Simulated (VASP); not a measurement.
# Al2InN3 (Cmc2_1) in VASP: a series of runs, part 2 of 2

VASP 6.6.1. Earlier steps stand in the parts before.

## Step 3: Single point, PBE (11.67 Å³/atom)

Contents of INCAR:

```
SYSTEM = Al2InN3
  ALGO = Normal
  EDIFF = 1E-6
  ENCUT = 520
  GGA = PE
  ISIF = 2
  ISMEAR = 0
  LASPH = .True.
  LCHARG = .False.
  LREAL = .False.
  LWAVE = .False.
  NBANDS = 46
  NELM = 60
  PREC = Accurate
  SIGMA = 0.05
```

Contents of KPOINTS:

```
k-points
0
Gamma
  6 6 6
  0 0 0
```

Contents of POSCAR:

```
Al2InN3
1.0
    4.7221191663     -2.9424814748      0.0000000000
    4.7221191663      2.9424814748      0.0000000000
    0.0000000000      0.0000000000      5.0414731630
Al In N
4 2 6
Direct
    0.0084427086      0.3348641725      0.9917411822
    0.6651358275      0.9915572914      0.9917411822
    0.9915572914      0.6651358275      0.4917411822
    0.3348641725      0.0084427086      0.4917411822
    0.3220722962      0.6779277038      0.9869930315
    0.6779277038      0.3220722962      0.4869930315
    0.0367610679      0.3336262977      0.3556963910
    0.6663737023      0.9632389321      0.3556963910
    0.9632389321      0.6663737023      0.8556963910
    0.3336262977      0.0367610679      0.8556963910
    0.2982358752      0.7017641248      0.4061317922
    0.7017641248      0.2982358752      0.9061317922
```

Potentials or basis: VASP PAW PBE potentials, release 64 (Al, In_d, N).

Run with:

```console
$ cat potpaw_PBE.64/Al/POTCAR potpaw_PBE.64/In_d/POTCAR potpaw_PBE.64/N/POTCAR > POTCAR
$ mpirun -np 1 vasp_std > vasp.out
```

OUTCAR:

```text
SYSTEM = Al2InN3
   EDIFF = 1E-6
   ENCUT = 520
   GGA = PE
   ISIF = 2
   ISMEAR = 0
   LASPH = .True.
   LREAL = .False.
   NELM = 60
   PREC = Accurate

 ion  position               nearest neighbor table
   1  0.008  0.335  0.992-   7 1.84  12 1.86   9 1.88  10 1.96   3 3.10   3 3.10   5 3.10   6 3.12
                             6 3.16   4 3.17   4 3.17   2 3.24   5 3.28   2 3.29   2 3.29   5 3.44
   2  0.665  0.992  0.992-   8 1.84  12 1.86  10 1.88   9 1.96   4 3.10   4 3.10   5 3.10   6 3.12
                             6 3.16   3 3.17   3 3.17   1 3.24   5 3.28   1 3.29   1 3.29   5 3.44
   3  0.992  0.665  0.492-   9 1.84  11 1.86   7 1.88   8 1.96   1 3.10   1 3.10   6 3.10   5 3.12
                             5 3.16   2 3.17   2 3.17   4 3.24   6 3.28   4 3.29   4 3.29   6 3.44
   4  0.335  0.008  0.492-  10 1.84  11 1.86   8 1.88   7 1.96   2 3.10   2 3.10   6 3.10   5 3.12
                             5 3.16   1 3.17   1 3.17   3 3.24   6 3.28   3 3.29   3 3.29   6 3.44
   5  0.322  0.678  0.987-  11 2.12  10 2.13   9 2.13  12 2.27   1 3.10   2 3.10   3 3.12   4 3.12
                             3 3.16   4 3.16   6 3.28   6 3.28   1 3.28   2 3.28   2 3.44   1 3.44
   6  0.678  0.322  0.487-  12 2.12   8 2.13   7 2.13  11 2.27   3 3.10   4 3.10   1 3.12   2 3.12
                             1 3.16   2 3.16   5 3.28   5 3.28   4 3.28   3 3.28   4 3.44   3 3.44
[... 1404 lines left out ...]
  --------------------------------------------------------------------------------------
  -------------------------------------------------------------------------------------
  Total       13.6862135     -6.7158747     15.2482846      0.0000000      0.0000000      0.0000000
  in kB      156.5149248    -76.8024430    174.3787002      0.0000000      0.0000000      0.0000000
  external PRESSURE =      84.6970607 kB  Pullay stress =       0.0000000 kB

 VOLUME and BASIS-vectors are now :
 -----------------------------------------------------------------------------
  energy-cutoff  :      520.00
  volume of cell :      140.10
      direct lattice vectors                 reciprocal lattice vectors
     4.722119166 -2.942481475  0.000000000     0.105884664 -0.169924604  0.000000000
     4.722119166  2.942481475  0.000000000     0.105884664  0.169924604  0.000000000
     0.000000000  0.000000000  5.041473163     0.000000000  0.000000000  0.198354720

 POSITION                                       TOTAL-FORCE (eV/Angst)
 -----------------------------------------------------------------------------------
      1.62114      0.96049      4.99984         0.130917     -0.517158     -0.560641
      7.82310      0.96049      4.99984        -0.130917     -0.517158     -0.560641
      7.82310     -0.96049      2.47910        -0.130917      0.517158     -0.560641
      1.62114     -0.96049      2.47910         0.130917      0.517158     -0.560641
      4.72212      1.04710      4.97590         0.000000     -0.700602     -0.433211
      4.72212     -1.04710      2.45516         0.000000      0.700602     -0.433211
      1.74901      0.87352      1.79323         0.173903     -0.709540      0.608340
      7.69523      0.87352      1.79323        -0.173903     -0.709540      0.608340
      7.69523     -0.87352      4.31397        -0.173903      0.709540      0.608340
      1.74901     -0.87352      4.31397         0.173903      0.709540      0.608340
      4.72212      1.18737      2.04750         0.000000     -0.610759      0.337813
      4.72212     -1.18737      4.56824         0.000000      0.610759      0.337813
 -----------------------------------------------------------------------------------
    total drift:                               -0.000000      0.000000     -0.001217

  FREE ENERGIE OF THE ION-ELECTRON SYSTEM (eV)
  ---------------------------------------------------
  free  energy   TOTEN  =       -80.1220224506 eV

  energy  without entropy=      -80.1220224506  energy(sigma->0) =      -80.12202245
```

OSZICAR:

```text
N       E                     dE             d eps       ncg     rms          rms(c)
DAV:   1     0.721095469202E+03    0.72110E+03   -0.30503E+04  4796   0.169E+03
DAV:   2     0.405201834982E+02   -0.68058E+03   -0.63173E+03  5108   0.459E+02
DAV:   3    -0.862481718504E+02   -0.12677E+03   -0.12262E+03  5560   0.187E+02
DAV:   4    -0.953240195702E+02   -0.90758E+01   -0.89822E+01  6448   0.526E+01
DAV:   5    -0.956488486862E+02   -0.32483E+00   -0.32395E+00  6312   0.103E+01    0.236E+01
DAV:   6    -0.799248336749E+02    0.15724E+02   -0.52079E+01  7554   0.645E+01    0.186E+01
DAV:   7    -0.802296812675E+02   -0.30485E+00   -0.55317E+00  5440   0.120E+01    0.566E+00
DAV:   8    -0.801541218614E+02    0.75559E-01   -0.29164E-01  7146   0.404E+00    0.437E+00
DAV:   9    -0.801213181068E+02    0.32804E-01   -0.10185E-01  7552   0.310E+00    0.454E-01
DAV:  10    -0.801210925799E+02    0.22553E-03   -0.15675E-02  6584   0.829E-01    0.396E-01
DAV:  11    -0.801216527828E+02   -0.56020E-03   -0.49096E-03  7026   0.378E-01    0.301E-01
DAV:  12    -0.801219398139E+02   -0.28703E-03   -0.43993E-04  6184   0.170E-01    0.114E-01
DAV:  13    -0.801220196513E+02   -0.79837E-04   -0.18607E-04  6334   0.102E-01    0.151E-02
DAV:  14    -0.801220218182E+02   -0.21670E-05   -0.33628E-05  6878   0.391E-02    0.156E-02
DAV:  15    -0.801220224506E+02   -0.63234E-06   -0.43459E-06  5092   0.131E-02
   1 F= -.80122022E+02 E0= -.80122022E+02  d E =-.315432E-12
```

stdout:

```text
POSCAR found type information on POSCAR AlInN
 POSCAR found :  3 types and      12 ions
 scaLAPACK will be used
 LDA part: xc-table for (Slater+PW92), standard interpolation
 POSCAR, INCAR and KPOINTS ok, starting setup
 FFT: planning ... GRIDC
 FFT: planning ... GRID_SOFT
 FFT: planning ... GRID
 WAVECAR not read
 entering main loop
```

Run time: 4.8 min. Hardware: 1 thread of Oxide Virtual Turin-like, shared host; peak memory 0.38 GiB.

Results:

- Free energy: -80.1220 eV
- Pressure: 8.5 GPa
- Largest force: 0.951 eV/Å
- Band gap on the k mesh: 2.28 eV

Forces in eV/Å, atoms in the order of the input:
```
Al   0.131 -0.517 -0.561
Al  -0.131 -0.517 -0.561
Al  -0.131  0.517 -0.561
Al   0.131  0.517 -0.561
In   0.000 -0.701 -0.433
In   0.000  0.701 -0.433
N    0.174 -0.710  0.608
N   -0.174 -0.710  0.608
N   -0.174  0.710  0.608
N    0.174  0.710  0.608
N    0.000 -0.611  0.338
N    0.000  0.611  0.338
```

Stress tensor (GPa, compression positive):
```
15.65  0.00  0.00
 0.00 -7.68  0.00
 0.00  0.00 17.44
```

Levels at points of the mesh, in eV from the valence-band top:
```tsv
k point	band 31	band 32	band 33	band 34	band 35	band 36	band 37	band 38
(0.00, 0.00, 0.00)	-0.63	-0.32	0.00	0.00	2.28	4.31	5.43	5.55
(0.50, 0.00, 0.00)	-0.75	-0.72	-0.65	-0.43	4.24	4.31	5.87	5.89
(0.50, 0.50, 0.00)	-0.67	-0.67	-0.50	-0.19	4.29	4.89	5.27	6.32
(0.00, 0.00, 0.50)	-0.38	-0.38	-0.13	-0.13	4.28	4.28	6.82	6.82
(0.50, 0.00, 0.50)	-1.09	-1.09	-0.44	-0.44	4.44	4.44	5.60	5.60
(0.50, 0.50, 0.50)	-0.86	-0.86	-0.55	-0.55	4.90	4.90	5.68	5.68
```

Caveat: the stress differs along the axes, from -8 to 17 GPa; spin-orbit coupling is left out, which moves the levels of the heavy elements. A k mesh can miss the band edges.

## Step 4: Single point, PBE (10.70 Å³/atom)

This run uses another cell than the first one, of 10.70 Å³/atom.

Contents of INCAR:

```
PREC = Accurate
ENCUT = 520
EDIFF = 1E-6
ISMEAR = 0
SIGMA = 0.05
LREAL = F
LASPH = T
NELM = 60
ALGO = Normal
ISIF = 2
LWAVE = F
LCHARG = T
GGA = PE
LELF = T
LVHAR = T
NBANDS = 46
```

Contents of KPOINTS:

```
regular mesh
0
Gamma
  6 6 6
```

POSCAR: that of step 3 with these lines changed.

```diff
@@ -2,5 +2,5 @@
 1.0
-    4.7221191663     -2.9424814748      0.0000000000
-    4.7221191663      2.9424814748      0.0000000000
-    0.0000000000      0.0000000000      5.0414731630
+    4.5872578728     -2.8584457181      0.0000000000
+    4.5872578728      2.8584457181      0.0000000000
+    0.0000000000      0.0000000000      4.8974912838
 Al In N
```

Potentials or basis: VASP PAW PBE potentials, release 64 (Al, In_d, N).

Run with:

```console
$ cat potpaw_PBE.64/Al/POTCAR potpaw_PBE.64/In_d/POTCAR potpaw_PBE.64/N/POTCAR > POTCAR
$ mpirun -np 1 vasp_std > vasp.out
```

OUTCAR:

```text
PREC = Accurate
   ENCUT = 520
   EDIFF = 1E-6
   ISMEAR = 0
   LREAL = F
   LASPH = T
   NELM = 60
   ISIF = 2
   GGA = PE

 ion  position               nearest neighbor table
   1  0.008  0.335  0.992-   7 1.79  12 1.80   9 1.82  10 1.91   3 3.01   3 3.01   5 3.01   6 3.03
                             6 3.07   4 3.08   4 3.08   2 3.15   5 3.19   2 3.20   2 3.20   5 3.34
   2  0.665  0.992  0.992-   8 1.79  12 1.80  10 1.82   9 1.91   4 3.01   4 3.01   5 3.01   6 3.03
                             6 3.07   3 3.08   3 3.08   1 3.15   5 3.19   1 3.20   1 3.20   5 3.34
   3  0.992  0.665  0.492-   9 1.79  11 1.80   7 1.82   8 1.91   1 3.01   1 3.01   6 3.01   5 3.03
                             5 3.07   2 3.08   2 3.08   4 3.15   6 3.19   4 3.20   4 3.20   6 3.34
   4  0.335  0.008  0.492-  10 1.79  11 1.80   8 1.82   7 1.91   2 3.01   2 3.01   6 3.01   5 3.03
                             5 3.07   1 3.08   1 3.08   3 3.15   6 3.19   3 3.20   3 3.20   6 3.34
   5  0.322  0.678  0.987-  11 2.06  10 2.07   9 2.07  12 2.21  11 2.85   2 3.01   1 3.01   4 3.03
                             3 3.03   4 3.07   3 3.07   6 3.18   6 3.18   1 3.19   2 3.19   2 3.34
   6  0.678  0.322  0.487-  12 2.06   8 2.07   7 2.07  11 2.21  12 2.85   4 3.01   3 3.01   2 3.03
[... 229 lines left out ...]
      6      -6.2867      2.00000
[... 1165 lines left out ...]
     45      17.2576      0.00000
     46      17.6545      0.00000

 [... further k-points ...]
[... 5 lines left out ...]
  --------------------------------------------------------------------------------------
  -------------------------------------------------------------------------------------
  Total       30.5447074      7.3109138     32.5518509      0.0000000      0.0000000      0.0000000
  in kB      381.0305352     91.2001331    406.0686843      0.0000000      0.0000000      0.0000000
  external PRESSURE =     292.7664509 kB  Pullay stress =       0.0000000 kB

 VOLUME and BASIS-vectors are now :
 -----------------------------------------------------------------------------
  energy-cutoff  :      520.00
  volume of cell :      128.44
      direct lattice vectors                 reciprocal lattice vectors
     4.587257873 -2.858445718  0.000000000     0.108997578 -0.174920236  0.000000000
     4.587257873  2.858445718  0.000000000     0.108997578  0.174920236  0.000000000
     0.000000000  0.000000000  4.897491284     0.000000000  0.000000000  0.204186172

 POSITION                                       TOTAL-FORCE (eV/Angst)
 -----------------------------------------------------------------------------------
      1.57484      0.93306      4.85704         0.234358     -0.819871     -0.825408
      7.59968      0.93306      4.85704        -0.234358     -0.819871     -0.825408
      7.59968     -0.93306      2.40830        -0.234358      0.819871     -0.825408
      1.57484     -0.93306      2.40830         0.234358      0.819871     -0.825408
      4.58726      1.01719      4.83379        -0.000000     -1.051315     -0.668183
      4.58726     -1.01719      2.38504        -0.000000      1.051315     -0.668183
      1.69906      0.84857      1.74202         0.261654     -1.065521      0.854001
      7.47545      0.84857      1.74202        -0.261654     -1.065521      0.854001
      7.47545     -0.84857      4.19077        -0.261654      1.065521      0.854001
      1.69906     -0.84857      4.19077         0.261654      1.065521      0.854001
      4.58726      1.15346      1.98903        -0.000000     -0.934033      0.610996
      4.58726     -1.15346      4.43777        -0.000000      0.934033      0.610996
 -----------------------------------------------------------------------------------
    total drift:                               -0.000001     -0.000000      0.000328

  FREE ENERGIE OF THE ION-ELECTRON SYSTEM (eV)
  ---------------------------------------------------
  free  energy   TOTEN  =       -78.7927448600 eV

  energy  without entropy=      -78.7927448600  energy(sigma->0) =      -78.79274486
```

Wall time 5.7 min (1 thread of Oxide Virtual Turin-like, shared host); peak memory 0.35 GiB.

What came out:

```
Free energy            : -78.7927 eV
Pressure               : 29.3 GPa
Largest force          : 1.390 eV/Å
Band gap on the k mesh : 2.77 eV
```

Forces in eV/Å, atoms in the order of the input:
```
Al   0.234 -0.820 -0.825
Al  -0.234 -0.820 -0.825
Al  -0.234  0.820 -0.825
Al   0.234  0.820 -0.825
In   0.000 -1.051 -0.668
In   0.000  1.051 -0.668
N    0.262 -1.066  0.854
N   -0.262 -1.066  0.854
N   -0.262  1.066  0.854
N    0.262  1.066  0.854
N    0.000 -0.934  0.611
N    0.000  0.934  0.611
```

Stress tensor (GPa, compression positive):
```
38.10  0.00  0.00
 0.00  9.12  0.00
 0.00  0.00 40.61
```

Levels at points of the mesh, in eV from the valence-band top:
| k point | band 31 | band 32 | band 33 | band 34 | band 35 | band 36 | band 37 | band 38 |
| --- | --- | --- | --- | --- | --- | --- | --- | --- |
| (0.00, 0.00, 0.00) | -0.66 | -0.37 | 0.00 | 0.00 | 2.77 | 4.88 | 5.51 | 5.65 |
| (0.50, 0.00, 0.00) | -0.82 | -0.76 | -0.68 | -0.45 | 4.74 | 4.74 | 6.15 | 6.27 |
| (0.50, 0.50, 0.00) | -0.74 | -0.72 | -0.51 | -0.19 | 4.80 | 5.40 | 5.69 | 6.58 |
| (0.00, 0.00, 0.50) | -0.40 | -0.40 | -0.11 | -0.11 | 4.79 | 4.79 | 7.16 | 7.16 |
| (0.50, 0.00, 0.50) | -1.18 | -1.18 | -0.44 | -0.44 | 4.79 | 4.79 | 5.92 | 5.92 |
| (0.50, 0.50, 0.50) | -0.93 | -0.93 | -0.56 | -0.56 | 5.30 | 5.30 | 6.00 | 6.00 |

Caveat: the stress differs along the axes, from 9 to 41 GPa; spin-orbit coupling is left out, which moves the levels of the heavy elements; forces of over 1 eV/Å act on the atoms, so gaps and moduli don't describe the material at rest.

## Step 5: Single point, PBE (10.70 Å³/atom)

This run uses another cell than the first one, of 10.70 Å³/atom.

Contents of INCAR:

```
ALGO = Normal ; EDIFF = 1E-7
ENCUT = 520 ; GGA = PE
ISIF = 2 ; ISMEAR = 0
LASPH = True ; LCHARG = False
LREAL = False ; LWAVE = False
NBANDS = 46 ; NELM = 100
PREC = Accurate ; SIGMA = 0.05
```

Contents of KPOINTS:

```
k-points
0
Gamma
  6 6 6
```

POSCAR: that of step 4 with these lines changed.

```diff
@@ -2,5 +2,5 @@
 1.0
-    4.5872578728     -2.8584457181      0.0000000000
-    4.5872578728      2.8584457181      0.0000000000
-    0.0000000000      0.0000000000      4.8974912838
+    4.7115390313     -2.7096342443      0.0000000000
+    4.7115390313      2.7096342443      0.0000000000
+    0.0000000000      0.0000000000      5.0301775001
 Al In N
```

Run with:

```console
$ cat potpaw_PBE.64/Al/POTCAR potpaw_PBE.64/In_d/POTCAR potpaw_PBE.64/N/POTCAR > POTCAR
$ mpirun -np 1 vasp_std > vasp.out
```

Run time: 6.2 min. Hardware: 1 thread of Oxide Virtual Turin-like, shared host; peak memory 0.37 GiB.

The run converged. Its results:

```yaml
Free_energy: -79.4506 eV
Pressure: 28.1 GPa
Largest_force: 0.171 eV/Å
Band_gap_on_the_k_mesh: 2.90 eV
```

Forces in eV/Å, atoms in the order of the input:
```
Al   0.041 -0.003  0.011
Al  -0.041 -0.003  0.011
Al  -0.041  0.003  0.011
Al   0.041  0.003  0.011
In   0.000  0.059 -0.075
In   0.000 -0.059 -0.075
N    0.069 -0.051 -0.057
N   -0.069 -0.051 -0.057
N   -0.069  0.051 -0.057
N    0.069  0.051 -0.057
N    0.000  0.039  0.166
N    0.000 -0.039  0.166
```

Stress tensor (GPa, compression positive):
```
28.52  0.00  0.00
 0.00 28.18  0.00
 0.00  0.00 27.47
```

Levels at points of the mesh, in eV from the valence-band top:
```
           k point  band 31  band 32  band 33  band 34  band 35  band 36  band 37  band 38
(0.00, 0.00, 0.00)    -0.62    -0.06    -0.05     0.00     2.90     5.23     5.33     5.82
(0.50, 0.00, 0.00)    -0.78    -0.65    -0.63    -0.26     4.98     5.22     6.09     6.42
(0.50, 0.50, 0.00)    -0.74    -0.61    -0.52    -0.34     4.74     5.48     6.06     6.44
(0.00, 0.00, 0.50)    -0.39    -0.39    -0.10    -0.10     5.07     5.07     7.30     7.30
(0.50, 0.00, 0.50)    -0.99    -0.99    -0.53    -0.53     5.01     5.01     6.01     6.01
(0.50, 0.50, 0.50)    -0.98    -0.98    -0.65    -0.65     5.18     5.18     6.23     6.23
```

Caveat: the cell stands under pressure; spin-orbit coupling is left out, which moves the levels of the heavy elements. A k mesh can miss the band edges.

## Step 6: Summary

| cell | gap on the mesh (eV) | pressure (GPa) | largest force (eV/Å) |
| --- | --- | --- | --- |
| a = 5.608, b = 5.608, c = 5.224 Å, angles 90.0, 90.0, 58.5°, 12 atoms | 2.37 | 7.6 | 0.37 |
| a = 5.564, b = 5.564, c = 5.041 Å, angles 90.0, 90.0, 63.9°, 12 atoms | 2.28 | 8.5 | 0.95 |
| a = 5.405, b = 5.405, c = 4.897 Å, angles 90.0, 90.0, 63.9°, 12 atoms | 2.77 | 29.3 | 1.39 |
| a = 5.435, b = 5.435, c = 5.030 Å, angles 90.0, 90.0, 59.8°, 12 atoms | 2.90 | 28.1 | 0.17 |

Alike in all rows: task single point; level PBE; potentials or basis VASP PAW PBE potentials, release 64 (Al, In_d, N); no spin polarisation; k mesh 6 × 6 × 6; cutoff (eV) 520; smearing gaussian 0.05 eV.

Caveats: spin-orbit coupling is left out, which moves the levels of the heavy elements; the stress differs along the axes, from 4 to 13 GPa (at least some runs); the stress differs along the axes, from -8 to 17 GPa (at least some runs); the stress differs along the axes, from 9 to 41 GPa (at least some runs); forces of over 1 eV/Å act on the atoms, so gaps and moduli don't describe the material at rest (at least some runs); the cell stands under pressure (at least some runs).

Total energies depend on the potentials used, so only differences within one code and one set of settings carry meaning.
